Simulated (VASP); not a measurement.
# Fe (P6_3/mmc) in VASP: notebook

The runs below take Fe through single point, with PBEsol.

Program: VASP 6.6.1. These are calculated values, not measurements. Logs are shortened: lines on timing, memory, paths and dates and some standing lists are left out, and cuts for length are marked.

## Step 1: The cell of the first run

Symmetry: P6_3/mmc, No. 194, hexagonal system. The conventional cell has a = 2.426 Å, b = 2.426 Å, c = 3.829 Å, α = 90.00°, β = 90.00°, γ = 120.00°. Fe (site symmetry -6m2) has 12 Fe at 2.37 to 2.43 Å within 3.1 Å.

This isn't the form of Fe at room conditions, which is bcc.

## Step 2: Single point, PBEsol (9.76 Å³/atom)

INCAR

```
SYSTEM = Fe
ALGO     = Normal         ! electronic algorithm
EDIFF    = 1E-7           ! SCF threshold, eV
ENCUT    = 520            ! plane-wave cutoff, eV
GGA      = PS             ! functional
ISIF     = 2              ! what is computed and relaxed
ISMEAR   = -1             ! smearing method
LASPH    = .True.         ! aspherical terms in the spheres
LCHARG   = .True.         ! write CHGCAR
LELF     = .True.         ! ELF
LREAL    = .False.        ! projectors in reciprocal space
LVHAR    = .True.       
LWAVE    = .False.        ! write WAVECAR
NBANDS   = 15             ! bands
NELM     = 80             ! most SCF steps
PREC     = Accurate       ! precision mode
SIGMA    = 0.08           ! smearing width, eV
```

KPOINTS

```
k-points
0
Gamma
  17 17 10
  0 0 0
```

POSCAR

```
Fe
1.0
    2.4260165292      0.0000000000      0.0000000000
   -1.2130082646      2.1009919443      0.0000000000
    0.0000000000      0.0000000000      3.8290850949
Fe
2
Direct
    0.3333333333      0.6666666667      0.2500000000
    0.6666666667      0.3333333333      0.7500000000
```

Potentials or basis: VASP PAW PBE potentials, release 64 (Fe).

Started as:

```bash
$ cat potpaw_PBE.64/Fe/POTCAR > POTCAR
$ mpirun -np 1 vasp_std > vasp.out
```

OUTCAR:

```text
SYSTEM = Fe
   EDIFF = 1E-7
   ENCUT = 520
   GGA = PS
   ISIF = 2
   ISMEAR = -1
   LASPH = .True.
   LREAL = .False.
   NELM = 80
   PREC = Accurate

 ion  position               nearest neighbor table
   1  0.333  0.667  0.250-   2 2.37   2 2.37   2 2.37   2 2.37   2 2.37   2 2.37
   2  0.667  0.333  0.750-   1 2.37   1 2.37   1 2.37   1 2.37   1 2.37   1 2.37

  LATTYP: Found a hexagonal cell.
 ALAT       =     2.4260165292
 C/A-ratio  =     1.5783425417

  Lattice vectors:

 A1 = (   2.4260165292,   0.0000000000,   0.0000000000)
 A2 = (  -1.2130082646,   2.1009919443,   0.0000000000)
 A3 = (   0.0000000000,   0.0000000000,   3.8290850949)

Analysis of symmetry for initial positions (statically):
=====================================================================
 Subroutine PRICEL returns:
 Original cell was already a primitive cell.

 Routine SETGRP: Setting up the symmetry group for a
 hexagonal supercell.

 Subroutine GETGRP returns: Found 24 space group operations
 (whereof 12 operations were pure point group operations)
 out of a pool of 24 trial point group operations.

The static configuration has the point symmetry D_3d.
 The point group associated with its full space group is D_6h.

Analysis of symmetry for dynamics (positions and initial velocities):
=====================================================================
 Subroutine PRICEL returns:
 Original cell was already a primitive cell.

 Routine SETGRP: Setting up the symmetry group for a
 hexagonal supercell.

 Subroutine GETGRP returns: Found 24 space group operations
 (whereof 12 operations were pure point group operations)
 out of a pool of 24 trial point group operations.

The dynamic configuration has the point symmetry D_3d.
 The point group associated with its full space group is D_6h.

 Subroutine INISYM returns: Found 24 space group operations
 (whereof 12 operations are pure point group operations),
 and found     1 'primitive' translations

----------------------------------------------------------------------------------------

                                     Primitive cell

  volume of cell :      19.5170

  direct lattice vectors                    reciprocal lattice vectors
     2.426016529  0.000000000  0.000000000     0.412198346  0.237982826  0.000000000
    -1.213008265  2.100991944  0.000000000     0.000000000  0.475965652  0.000000000
     0.000000000  0.000000000  3.829085095     0.000000000  0.000000000  0.261158991

  length of vectors
     2.426016529  2.426016529  3.829085095     0.475965652  0.475965652  0.261158991

  position of ions in fractional coordinates (direct lattice)
     0.333333333  0.666666667  0.250000000
     0.666666667  0.333333333  0.750000000

  ion indices of the primitive-cell ions
   primitive index   ion index
                 1           1
                 2           2

----------------------------------------------------------------------------------------

 KPOINTS: k-points

Automatic generation of k-mesh.
 Grid dimensions read from file:
 generate k-points for:   17   17   10

 Generating k-lattice:

  Cartesian coordinates                     Fractional coordinates (reciprocal lattice)
     0.024246962  0.013998990  0.000000000     0.058823529  0.000000000  0.000000000
     0.000000000  0.027997980  0.000000000     0.000000000  0.058823529  0.000000000
     0.000000000  0.000000000  0.026115899     0.000000000  0.000000000  0.100000000

  Length of vectors
     0.027997980  0.027997980  0.026115899

  Shift w.r.t. Gamma in fractional coordinates (k-lattice)
     0.000000000  0.000000000  0.000000000

 Subroutine IBZKPT returns following result:
 ===========================================

 Found    198 irreducible k-points:

 Following reciprocal coordinates:
            Coordinates               Weight
  0.000000  0.000000  0.000000      1.000000
  0.058824 -0.000000  0.000000      6.000000
  0.117647 -0.000000  0.000000      6.000000
  0.176471  0.000000  0.000000      6.000000
  0.235294 -0.000000  0.000000      6.000000
  0.294118 -0.000000  0.000000      6.000000
[... 16 lines left out ...]
  0.411765  0.117647  0.000000     12.000000
  0.176471  0.176471  0.000000      6.000000
 [... further k-points ...]
   k-points           NKPTS =    198   k-points in BZ     NKDIM =    198   number of bands    NBANDS=     15
   number of dos      NEDOS =    301   number of ions     NIONS =      2
   total plane-waves  NPLWV =   9072
   dimension x,y,z NGX =    18 NGY =   18 NGZ =   28
   dimension x,y,z NGXF=    36 NGYF=   36 NGZF=   56
   ions per type =               2
   NGX,Y,Z   is equivalent  to a cutoff of  12.33, 12.33, 12.16 a.u.
   NGXF,Y,Z  is equivalent  to a cutoff of  24.67, 24.67, 24.31 a.u.
 SYSTEM =  Fe
   PREC   = accura    normal or accurate (medium, high low for compatibility)
   ISTART =      0    job   : 0-new  1-cont  2-samecut
   ICHARG =      2    charge: 1-file 2-atom 10-const
   ISPIN  =      1    spin polarized calculation?
   LNONCOLLINEAR =      F non collinear calculations
   LSORBIT =      F    spin-orbit coupling
   LASPH  =      T    aspherical Exc in radial PAW
   ENCUT  =  520.0 eV  38.22 Ry    6.18 a.u.   4.51  4.51  7.12*2*pi/ulx,y,z
   NELM   =     80;   NELMIN=  2; NELMDL= -5     # of ELM steps
   EDIFF  = 0.1E-06   stopping-criterion for ELM
   LREAL  =      F    real-space projection
   EDIFFG = 0.1E-05   stopping-criterion for IOM
   NSW    =      0    number of steps for IOM
   IBRION =     -1    ionic relax: 0-MD 1-quasi-New 2-CG
   NFREE  =      0    steps in history (QN), initial steepest desc. (CG)
   ISIF   =      2    stress and relaxation
   ISYM   =      2    0-nonsym 1-usesym 2-fastsym
   POTIM  = 0.5000    time-step for ionic-motion
   TEBEG  =    0.0;   TEEND  =   0.0 temperature during run
   PSTRESS=    0.0 pullay stress
   NELECT =      16.0000    total number of electrons
   NUPDOWN=      -1.0000    fix difference up-down
   EMIN   =  10.00;   EMAX   =-10.00  energy-range for DOS
   EFERMI =   0.00;   METHOD = LEGACY
   ISMEAR =    -1;   SIGMA  =   0.08  broadening in eV -4-tet -1-fermi 0-gaus
   EFERMI_NEDOS =   21; number of points for ismear=-14 and -15
   IALGO  =     38    algorithm
   IMIX   =      4    mixing-type and parameters
     AMIX     =   0.40;   BMIX     =  1.00
     AMIX_MAG =   1.60;   BMIX_MAG =  1.00
  volume/ion in A,a.u.               =       9.76        65.85
  Fermi-wavevector in a.u.,A,eV,Ry     =   1.532182  2.895405 31.940800  2.347583
  Thomas-Fermi vector in A             =   2.639424
   LORBIT       =      0    0 simple, 1 ext, 2 COOP (PROOUT), +10 PAW based schemes
   GGA     = PS    functional components
   LHFCALC =     F    Hartree Fock is set to
   AEXX    =    0.0000 exact exchange contribution
   IVDW    =     0    specifies the selected vdW correction
   LEPSILON=     F    determine dielectric tensor
   LRPA    =     F    only Hartree local field effects (RPA)
 non-spin polarized calculation
  energy-cutoff  :      520.00
  volume of cell :       19.52
 maximum number of plane-waves:       543
 NGX is ok and might be reduce to    18
   NGX =  9   NGY =  9   NGZ = 15

 number of electron      15.9999997 magnetization

 Free energy of the ion-electron system (eV)
  ---------------------------------------------------
  ext. energy  EPLUGINS =         0.00000000
  ---------------------------------------------------
  free energy    TOTEN  =       -17.89537233 eV

  energy without entropy =      -17.84290767  energy(sigma->0) =      -17.86914000

 E-fermi :   7.2481     XC(G=0): -14.2075

 val. band max:        7.2464324368   @ k =   0.2941  -0.0000   0.2000
 cond. band min:       7.2549177933   @ k =   0.2941  -0.0000   0.1000
 fundamental gap:      0.0084853565
 Fermi energy:         7.2481418103

 k-point     1 :       0.0000    0.0000    0.0000
  band No.  band energies     occupation
      1      -1.9675      2.00000
      2       2.0191      2.00000
      3       5.4754      2.00000
      4       5.4754      2.00000
      5       5.6259      2.00000
      6       5.9792      2.00000
      7       5.9792      2.00000
      8       6.3378      1.99998
      9       6.3378      1.99998
     10       7.7909      0.00226
     11       8.0095      0.00015
     12       8.0095      0.00015
     13      16.4679      0.00000
     14      29.4619      0.00000
     15      33.2705      0.00000

 k-point     2 :       0.0588   -0.0000    0.0000
  band No.  band energies     occupation
      1      -1.8340      2.00000
      2       2.1072      2.00000
      3       5.2810      2.00000
      4       5.5527      2.00000
      5       5.7892      2.00000
      6       5.9402      2.00000
      7       6.0468      2.00000
      8       6.2411      1.99999
      9       6.2837      1.99999
     10       6.9228      1.96630
     11       8.0361      0.00011
     12       9.0473      0.00000
     13      16.4728      0.00000
     14      28.9905      0.00000
     15      31.7639      0.00000

 k-point     3 :       0.1176   -0.0000    0.0000
  band No.  band energies     occupation
      1      -1.4420      2.00000
      2       2.3504      2.00000
      3       4.9854      2.00000
      4       5.7090      2.00000
      5       5.7785      2.00000
      6       5.8076      2.00000
      7       6.0460      2.00000
      8       6.1385      2.00000
      9       6.2433      1.99999
     10       6.4329      1.99992
     11       8.1029      0.00005
     12      10.2924      0.00000
     13      16.4917      0.00000
     14      27.2553      0.00000
     15      30.5561      0.00000
[... 343 lines left out ...]
 k-point    23 :       0.4118    0.1176    0.0000
  band No.  band energies     occupation
      1       2.6525      2.00000
      2       2.7984      2.00000
      3       2.8783      2.00000
      4       4.6873      2.00000
      5       5.0763      2.00000
      6       5.5621      2.00000
      7       6.1447      2.00000
      8       8.0611      0.00008
      9       8.1867      0.00002
     10       8.3215      0.00000
     11      10.3328      0.00000
     12      12.9564      0.00000
     13      19.1988      0.00000
     14      19.8456      0.00000
     15      20.7963      0.00000

 k-point    24 :       0.1765    0.1765    0.0000
  band No.  band energies     occupation
      1       1.1266      2.00000
      2       3.3603      2.00000
      3       3.7032      2.00000
      4       3.8873      2.00000
      5       5.2245      2.00000
      6       5.6440      2.00000
      7       6.0594      2.00000
      8       6.7490      1.99610
      9       7.3617      0.38933
     10       7.9229      0.00043
     11       8.2401      0.00001
     12      14.8661      0.00000
     13      16.8634      0.00000
     14      21.0545      0.00000
     15      21.8710      0.00000

 [... further k-points ...]

------------------------ aborting loop because EDIFF is reached ----------------------------------------

  FORCE on cell =-STRESS in cart. coord.  units (eV):
  Direction    XX          YY          ZZ          XY          YZ          ZX
  --------------------------------------------------------------------------------------
  -------------------------------------------------------------------------------------
  Total        0.1611987      0.1611987      0.2703941      0.0000000      0.0000000      0.0000000
  in kB       13.2330171     13.2330171     22.1970157      0.0000000      0.0000000      0.0000000
  external PRESSURE =      16.2210167 kB  Pullay stress =       0.0000000 kB

 VOLUME and BASIS-vectors are now :
 -----------------------------------------------------------------------------
  energy-cutoff  :      520.00
  volume of cell :       19.52
      direct lattice vectors                 reciprocal lattice vectors
     2.426016529  0.000000000  0.000000000     0.412198346  0.237982826  0.000000000
    -1.213008265  2.100991944  0.000000000     0.000000000  0.475965652  0.000000000
     0.000000000  0.000000000  3.829085095     0.000000000  0.000000000  0.261158991

 POSITION                                       TOTAL-FORCE (eV/Angst)
 -----------------------------------------------------------------------------------
     -0.00000      1.40066      0.95727         0.000000      0.000000      0.000000
      1.21301      0.70033      2.87181        -0.000000      0.000000      0.000000
 -----------------------------------------------------------------------------------
    total drift:                                0.000000     -0.000000     -0.000000

  FREE ENERGIE OF THE ION-ELECTRON SYSTEM (eV)
  ---------------------------------------------------
  free  energy   TOTEN  =       -17.8953723286 eV

  energy  without entropy=      -17.8429076743  energy(sigma->0) =      -17.86914000
```

Run time: 1.7 min. Hardware: 1 thread of Intel Xeon 8259CL, shared host; peak memory 0.16 GiB.

What came out:

* Free energy: -17.8954 eV
* Pressure: 1.6 GPa
* Band gap on the k mesh: zero (bands 8 and 9 overlap by 1.95 eV)

Stress tensor (GPa, compression positive):
```
1.32 0.00 0.00
0.00 1.32 0.00
0.00 0.00 2.22
```

Levels at points of the mesh, in eV from the Fermi level:
```
           k point  band 6  band 7  band 8  band 9  band 10  band 11
(0.00, 0.00, 0.00)   -1.27   -1.27   -0.91   -0.91     0.54     0.76
(0.00, 0.00, 0.50)   -1.90   -1.90   -1.90    0.35     0.35     0.35
```

Caveat: the PAW data sets were made with another functional, which shifts forces and pressure a little; the run has no spin polarisation, though such a crystal can be magnetic.

(Part 1 of 2 ends here.)
